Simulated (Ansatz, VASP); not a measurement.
# Two plane-wave programs on ZnO

Contents of INCAR:

```
PREC     = Accurate       # precision mode
ENCUT    = 600            # plane-wave cutoff, eV
EDIFF    = 1E-6           # SCF threshold, eV
ISMEAR   = 0              # smearing method
SIGMA    = 0.1            # smearing width, eV
LREAL    = False          # projectors in reciprocal space
LASPH    = True           # aspherical terms in the spheres
NELM     = 120            # most SCF steps
ALGO     = Normal         # electronic algorithm
ISIF     = 2              # what is computed and relaxed
LWAVE    = False          # write WAVECAR
LCHARG   = True           # write CHGCAR
GGA      = PE             # functional
LELF     = True           # ELF
LVHAR    = True         
NBANDS   = 26             # bands
GGA_COMPAT= False
```

The input KPOINTS:

```
regular mesh
0
Gamma
  6 6 4
```

Contents of POSCAR:

```
ZnO
1.0
    3.2373510000      0.0000000000      0.0000000000
   -1.6186750000      2.8036280000      0.0000000000
    0.0000000000      0.0000000000      5.2220610000
Zn O
2 2
Direct
    0.6666670000      0.3333330000      0.5005920000
    0.3333330000      0.6666670000      0.0005920000
    0.6666670000      0.3333330000      0.8797180000
    0.3333330000      0.6666670000      0.3797180000
```

Input for Ansatz:

```yaml
crystal:
  lattice:
    - [3.237351, 0.0, 0.0]
    - [-1.618675, 2.803628, 0.0]
    - [0.0, 0.0, 5.222061]
  atoms:
    - { symbol: Zn, position: [0.666667, 0.333333, 0.500592] }
    - { symbol: Zn, position: [0.333333, 0.666667, 0.000592] }
    - { symbol: O, position: [0.666667, 0.333333, 0.879718] }
    - { symbol: O, position: [0.333333, 0.666667, 0.379718] }
basis:
  ecutwfc: 420
kpoints:
  mp_grid: { grid: [6, 6, 4] }
hamiltonian:
  xc: pbe
scf:
  occupations: { method: gaussian, width: 0.1 }
output:
  forces: true
  stress: true
  eigenvalues: true
```

Alike in both runs: task single point; functional PBE; k mesh 6 × 6 × 4; occupations gaussian, width 0.1 eV; no spin polarisation.

|  | VASP | Ansatz |
| --- | --- | --- |
| version | VASP 6.6.1 | Ansatz 0.2.0 |
| potentials or method | VASP PAW PBE potentials, release 64 (Zn, O), cutoff 600 eV | scalar-relativistic, plane waves, PAW |
| valence electrons in the cell | 36 | 36 |

```tsv
	VASP	Ansatz	Ansatz less VASP
gap on the k mesh at the Fermi level (eV)	0.79	0.80	+0.014
least direct gap on the mesh (eV)	0.79	0.80	+0.014
pressure (GPa)	6.5	5.5	-0.93
```

The functional is the same, so the differences come from potentials, cutoffs and numerics. Ansatz's warnings: structure snapped to symmetry.
